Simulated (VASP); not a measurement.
**Co: single point with RPBE**

Crystal: Co.

```
Co
1.0
     2.44949    0.00000    0.00000
    -1.22475    2.12132    0.00000
     0.00000    0.00000    7.94768
Co
4
Cartesian
  0.0000 0.0000 0.0000
  0.0000 0.0000 3.9738
  0.0000 1.4142 1.9869
  1.2247 0.7071 5.9608
```

This cell differs from its parent crystal: volume scaled by 0.92.

```json
{
  "Program": "VASP 6.6.1",
  "Task": "single point",
  "Functional": "RPBE",
  "Potentials or basis": "VASP PAW PBE potentials, release 64 (Co)",
  "Cutoff": "520 eV",
  "k mesh": "16 × 16 × 5",
  "Occupations": "fermi-dirac, width 0.05 eV",
  "Spin": "collinear spin, ferromagnetic start",
  "Starting moments": "[1.748, 1.748, 1.764, 1.764] μB"
}
```

```
Pressure                                              : 17.9 GPa
Net moment                                            : 6.35 μB per cell
Site moments                                          : Co +1.59, +1.61 μB
Valence electrons inside the program's atomic spheres : Co 8.38, 8.37
```

Stress tensor (GPa, compression positive):
```
17.86  0.00  0.00
 0.00 17.86  0.00
 0.00  0.00 18.13
```

Levels at points of the mesh, in eV from the Fermi level:
Spin up:
| k point | band 19 | band 20 | band 21 | band 22 | band 23 | band 24 |
| --- | --- | --- | --- | --- | --- | --- |
| (0.00, 0.00, 0.00) | -1.53 | -1.19 | -1.19 | -0.76 | -0.76 | -0.20 |
| (0.50, 0.00, 0.00) | -0.51 | -0.48 | 0.27 | 1.43 | 2.61 | 3.27 |
Spin down:
```tsv
k point	band 11	band 12	band 13	band 14	band 15	band 16	band 17	band 18
(0.00, 0.00, 0.00)	-1.17	-0.92	-0.92	-0.87	-0.87	-0.29	0.03	0.03
(0.50, 0.00, 0.00)	-0.85	-0.14	-0.10	0.47	1.21	1.26	1.27	1.27
```

Wall time 98 s on 1 thread of Intel(R) Xeon(R) 6975P-C (Granite Rapids), on a shared host, peak memory 0.27 GiB.

Caveat: the PAW data sets were made with another functional, which shifts forces and pressure a little.
